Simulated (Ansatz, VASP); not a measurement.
## CuAu in VASP and in Ansatz

```
Cu Au
1.0
     2.74284    0.00000    0.00000
     0.00000    2.74284    0.00000
     0.00000    0.00000    3.59508
Cu Au
1 1
Direct
  0.50000 0.50000 0.50000
  0.00000 0.00000 0.00000
```

Change from the starting cell: volume scaled by 0.94, crystal datasets.

Alike in both runs: task electric field gradients; functional PBEsol; k mesh 13 × 13 × 10; occupations fermi-dirac, width 0.05 eV; no spin polarisation.

```csv
,VASP,Ansatz
version,VASP 6.6.1,Ansatz 0.2.0
potentials or method,"VASP PAW PBE potentials, release 64 (Cu, Au), cutoff 520 eV","all-electron PAW with datasets made for the crystal, scalar-relativistic"
```

VASP gave:

* pressure (GPa): 9.8
* traceless stress, the component that is largest in VASP (GPa): -0.20
* size of Vzz on the site where it differs most (V/Å²): 96.4

Problem. What did Ansatz give for the same quantities?

Solution. Pressure (GPa): 9.8; traceless stress, the component that is largest in VASP (GPa): -0.31; size of Vzz on the site where it differs most (V/Å²): 64.8.

VASP's potentials were made for PBE, not for PBEsol. Ansatz ran all-electron here, and VASP with PAW potentials.

Spin-orbit coupling is off throughout.
